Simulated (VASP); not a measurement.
**Rb: single point with PBE+D3(BJ)**

The system is Rb.

```xyz
1
Lattice="-2.9741 2.9741 2.7489 2.9741 -2.9741 2.7489 2.9741 2.9741 -2.7489" Properties=species:S:1:pos:R:3 pbc="T T T"
Rb    0.0000    0.0000    0.0000
```

- Program: VASP 6.6.1
- Task: single point
- Functional: PBE
- Dispersion: D3(BJ)
- Potentials or basis: VASP PAW PBE potentials, release 64 (Rb_sv)
- Cutoff: 520 eV
- k mesh: 7 × 7 × 7
- Occupations: fermi-dirac, width 0.05 eV
- Spin: non-collinear spin, zero start, spin-orbit coupling
- Starting moments: [[0.0, 0.0, 0.0]] μB
- Dipole correction: no
- Further INCAR settings: ALGO = Normal; EDIFF = 1e-07; NBANDS = 20

```
Pressure                                              : -0.3 GPa
Net moment                                            : 0.00 μB per cell
Valence electrons inside the program's atomic spheres : Rb 7.29
Dispersion energy per atom                            : -0.095 eV
```

Moments on the atoms (μB; x, y, z):
```
Rb  0.00 0.00 0.00
```

Wall time 90 s on 1 thread of Intel(R) Xeon(R) 6975P-C (Granite Rapids) (shared host), peak memory 0.53 GiB.

Caveat: three body term missing.
